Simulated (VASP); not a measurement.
Write the native input for VASP 6.6.1 that does the following.

| Quantity | Value |
| --- | --- |
| Task | single point |
| Functional | PBE |
| Potentials or basis | VASP PAW PBE potentials, release 64 (Al, O) |
| Cutoff | 520 eV |
| k mesh | 6 × 6 × 6 |
| Occupations | gaussian, width 0.05 eV |
| Spin | no spin polarisation |
| Dipole correction | no |
| Further INCAR settings | ALGO = Normal; EDIFF = 1e-06; NBANDS = 35 |

The structure of Al2O3 lies in POSCAR:

```
Al2O3
1.0
    2.2886722335      1.3213655301      4.0540014163
   -2.2886722335      1.3213655301      4.0540014163
    0.0000000000     -2.6427310602      4.0540014163
Al O
4 6
Direct
    0.8521293568      0.8521293568      0.8521293568
    0.6478706432      0.6478706432      0.6478706432
    0.1478706432      0.1478706432      0.1478706432
    0.3521293568      0.3521293568      0.3521293568
    0.0561574040      0.4438425960      0.7500000000
    0.7500000000      0.0561574040      0.4438425960
    0.4438425960      0.7500000000      0.0561574040
    0.9438425960      0.5561574040      0.2500000000
    0.2500000000      0.9438425960      0.5561574040
    0.5561574040      0.2500000000      0.9438425960
```

This cell differs from its parent crystal: volume 7.356 Å^3 an atom, c/a of the conventional cell 2.6570.

One way to write it, as run:

INCAR

```
  PREC = Accurate
  ENCUT = 520
  EDIFF = 1E-6
  ISMEAR = 0
  SIGMA = 0.05
  LREAL = F
  LASPH = T
  NELM = 80
  ALGO = Normal
  ISIF = 2
  LWAVE = F
  LCHARG = F
  GGA = PE
  NBANDS = 35
```

KPOINTS

```
regular mesh
0
Gamma
  6 6 6
```

Potentials or basis: VASP PAW PBE potentials, release 64 (Al, O).

Launch:

```console
$ cat potpaw_PBE.64/Al/POTCAR potpaw_PBE.64/O/POTCAR > POTCAR
$ mpirun -np 1 vasp_std > vasp.out
```

Results of the run:

```json
{
  "Pressure": "57.0 GPa",
  "Largest force": "0.248 eV/Å",
  "Band gap on the k mesh": "7.84 eV, direct"
}
```

Wall time 30 s on 1 thread of Intel(R) Xeon(R) 6975P-C (Granite Rapids) (shared host), peak memory 0.22 GiB.
